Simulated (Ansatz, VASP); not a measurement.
**BiBrO: VASP beside Ansatz**

```xyz
6
Lattice="3.8826 0.0000 0.0000 0.0000 3.8826 0.0000 0.0000 0.0000 8.2811" Properties=species:S:1:pos:R:3 pbc="T T T"
Bi    0.0000    1.9413    1.3048
Bi    1.9413    0.0000    6.9763
Br    0.0000    1.9413    5.3970
Br    1.9413    0.0000    2.8841
O     0.0000    0.0000    0.0000
O     1.9413    1.9413    0.0000
```

Alike in both runs: task single point; functional LDA; k mesh 8 × 8 × 4; occupations gaussian, width 0.05 eV; no spin polarisation.

```csv
,VASP,Ansatz
version,VASP 6.6.1,Ansatz 0.2.0
potentials or method,"VASP PAW LDA potentials, release 64 (Bi_d, Br, O), cutoff 520 eV","scalar-relativistic, plane waves, PAW"
valence electrons in the cell,56,56
```

```csv
,VASP,Ansatz,Ansatz less VASP
gap on the k mesh at the Fermi level (eV),2.19,2.20,+0.015
least direct gap on the mesh (eV),2.43,2.44,+0.005
pressure (GPa),-3.5,-3.7,-0.25
"traceless stress, the component that is largest in VASP (GPa)",-1.34,-1.31,+0.030
rms of the force components (eV/Å),0.264,0.289,+0.0246
```

LDA's correlation is that of Perdew and Zunger in VASP and of Perdew and Wang (1992) in Ansatz. Atom by atom the forces differ by 0.025 eV/Å (rms over components).

Neither program's run includes spin-orbit coupling.
